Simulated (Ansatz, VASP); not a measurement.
One calculation of GaSb, two programs

File POSCAR:

```
GaSb
1.0
    0.0000000000      3.0198906174      3.0198906174
    3.0198906174      0.0000000000      3.0198906174
    3.0198906174      3.0198906174      0.0000000000
Ga Sb
1 1
Direct
    0.0000000000      0.0000000000      0.0000000000
    0.2500000000      0.2500000000      0.2500000000
```

INCAR.step1

```
PREC = Accurate ; ENCUT = 520
ISMEAR = 0 ; SIGMA = 0.01
LREAL = False ; LASPH = True
NELM = 80 ; NBANDS = 16
GGA = PE ; ALGO = Normal
EDIFF = 1E-4 ; LWAVE = True
LCHARG = False
```

The input INCAR.step2:

```
PREC = Accurate ; ENCUT = 520
EDIFF = 1E-6 ; ISMEAR = 0
SIGMA = 0.01 ; LREAL = False
LASPH = True ; NELM = 80
ALGO = Normal ; ISIF = 2
LWAVE = False ; LCHARG = True
METAGGA = R2SCAN ; LMIXTAU = True
LELF = True ; LVHAR = True
NBANDS = 16 ; ISTART = 1
```

Contents of KPOINTS:

```
Automatic mesh
0
Gamma
  8 8 8
```

Input for Ansatz:

```yaml
crystal:
  lattice:
    - [0.0, 3.0198906174, 3.0198906174]
    - [3.0198906174, 0.0, 3.0198906174]
    - [3.0198906174, 3.0198906174, 0.0]
  atoms:
    - { symbol: Ga, position: [0.0, 0.0, 0.0] }
    - { symbol: Sb, position: [0.25, 0.25, 0.25] }
kpoints:
  mp_grid: { grid: [8, 8, 8] }
  band_path:
    path:
      - [0.0, 0.0, 0.0]
      - [-0.5, -0.5, 0.0]
      - [-0.375, -0.375, 0.25]
      - [-0.375, 0.0, 0.375]
      - [0.0, 0.0, 0.5]
      - [-0.5, -0.25, 0.25]
    npoints: 1
hamiltonian:
  xc: r2scan
scf:
  occupations: { method: fixed }
  n_extra_bands: 4
output:
  forces: true
  stress: true
  eigenvalues: true
```

Change from the starting cell: hydrostatic strain -1.5%.

Alike in both runs: task single point; functional r2SCAN; k mesh 8 × 8 × 8; no spin polarisation.

```csv
,VASP,Ansatz
version,VASP 6.6.1,Ansatz 0.2.0
potentials or method,"VASP PAW PBE potentials, release 64 (Ga_d, Sb)","plane waves, PAW"
plane-wave cutoff (eV),520,500
occupations,"gaussian, width 0.01 eV",fixed
valence electrons in the cell,18,28
```

Ansatz gave:

```
gap on the k mesh at the Fermi level (eV) : 0.76
pressure (GPa)                            : 2.7
```

Task: What did VASP give for the same quantities?

Result: gap on the k mesh at the Fermi level (eV): 0.75; pressure (GPa): 2.8.

VASP's potentials were made for PBE, not for r2SCAN. VASP's potentials hold 18 valence electrons a cell and Ansatz's 28, so a difference there can come from the potentials and not from the codes.

Neither program's run includes spin-orbit coupling.
